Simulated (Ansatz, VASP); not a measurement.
One calculation of InP, two programs

```
CELL_PARAMETERS angstrom
0.00000 2.51418 2.51418
2.51418 0.00000 2.51418
2.51418 2.51418 0.00000
ATOMIC_POSITIONS crystal
In 0.00000 0.00000 0.00000
P 0.50000 0.50000 0.50000
```

Change from the starting cell: volume scaled by 0.8, PAW files.

Alike in both runs: task single point; functional LDA; k mesh 14 × 14 × 14; occupations fermi-dirac, width 0.05 eV; no spin polarisation.

|  | VASP | Ansatz |
| --- | --- | --- |
| version | VASP 6.6.1 | Ansatz 0.2.0 |
| potentials or method | VASP PAW LDA potentials, release 64 (In_d, P) | PAW with Ansatz's default frozen-core files, scalar-relativistic |
| plane-wave cutoff (eV) | 520 | 420 |
| valence electrons in the cell | 18 | 18 |

```csv
,VASP,Ansatz,Ansatz less VASP
pressure (GPa),33.9,33.7,-0.20
```

LDA's correlation is that of Perdew and Zunger in VASP and of Perdew and Wang (1992) in Ansatz. Both programs put the cell under a high pressure, so it lies far from rest at this level.
